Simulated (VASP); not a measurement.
Runs of VASP 6.6.1 on AgO. The structure is that of space group I-4m2 (No. 119), or close to it. The cells are those of the table. 

| cell | gap on the mesh (eV) | pressure (GPa) |
| --- | --- | --- |
| a = 3.468, b = 3.468, c = 3.299 Å, angles 61.6, 61.6, 56.8°, 2 atoms | none | 9.9 |
| a = 3.716, b = 3.716, c = 3.034 Å, angles 65.9, 65.9, 48.2°, 2 atoms | none | 0.9 |
| a = 3.336, b = 3.336, c = 3.595 Å, angles 57.4, 57.4, 65.2°, 2 atoms | none | (b) |
| a = 3.364, b = 3.364, c = 3.501 Å, angles 58.6, 58.6, 62.7°, 2 atoms | none | 10.1 |
| a = 3.540, b = 3.540, c = 3.205 Å, angles 63.1, 63.1, 53.8°, 2 atoms | none | (a) |
| a = 3.318, b = 3.318, c = 3.699 Å, angles 56.1, 56.1, 67.8°, 2 atoms | none | 5.9 |
| a = 3.619, b = 3.619, c = 3.120 Å, angles 64.5, 64.5, 51.1°, 2 atoms | none | 4.6 |
| a = 3.310, b = 3.310, c = 3.823 Å, angles 54.7, 54.7, 70.5°, 2 atoms | none | 2.0 |

Alike in all rows: task single point; level PBEsol; potentials or basis VASP PAW PBE potentials, release 64 (Ag, O); no spin polarisation; k mesh 18 × 18 × 18; cutoff (eV) 520; smearing gaussian 0.15 eV.

Task: Fill in the values left out.

Result: (a) 7.7; (b) 8.6.

Caveats: the PAW data sets were made with another functional, which shifts forces and pressure a little; an odd number of electrons without spin polarisation forces a metal; a magnetic or distorted state may lie lower; the cell stands under pressure (at least some runs).

A k mesh can miss the band edges, and the runs leave out spin-orbit coupling on Ag.

A gap of «none» marks levels without a gap at the run's occupations.
